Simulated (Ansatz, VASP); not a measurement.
One calculation of CuAu, two programs

```
Cu Au
1.0
     2.89800    0.00000    0.00000
     0.00000    2.89800    0.00000
     0.00000    0.00000    3.67000
Cu Au
1 1
Cartesian
  1.4490 1.4490 1.8350
  0.0000 0.0000 0.0000
```

Change from the starting cell: strain +0.0350 x Voigt [1, 1, 0, 0, 0, 0], atoms carried along.

Alike in both runs: task single point; functional PBE; k mesh 18 × 18 × 14; occupations gaussian, width 0.15 eV; no spin polarisation.

|  | VASP | Ansatz |
| --- | --- | --- |
| version | VASP 6.6.1 | Ansatz 0.2.0 |
| potentials or method | VASP PAW PBE potentials, release 64 (Cu, Au), cutoff 520 eV | scalar-relativistic, plane waves, PAW |
| valence electrons in the cell | 22 | 38 |

VASP gave:

```
gap on the k mesh at the Fermi level (eV)                     : none
pressure (GPa)                                                : -3.5
traceless stress, the component that is largest in VASP (GPa) : 0.09
```

Task: Which values does Ansatz return?

Result: gap on the k mesh at the Fermi level (eV): none; pressure (GPa): -3.5; traceless stress, the component that is largest in VASP (GPa): 0.06.

A gap of «none» marks a metal or a gap that the smearing closes. The functional is the same, so the differences come from potentials, cutoffs and numerics. VASP's potentials hold 22 valence electrons a cell and Ansatz's 38, so a difference there can come from the potentials and not from the codes.

Neither program's run includes spin-orbit coupling.
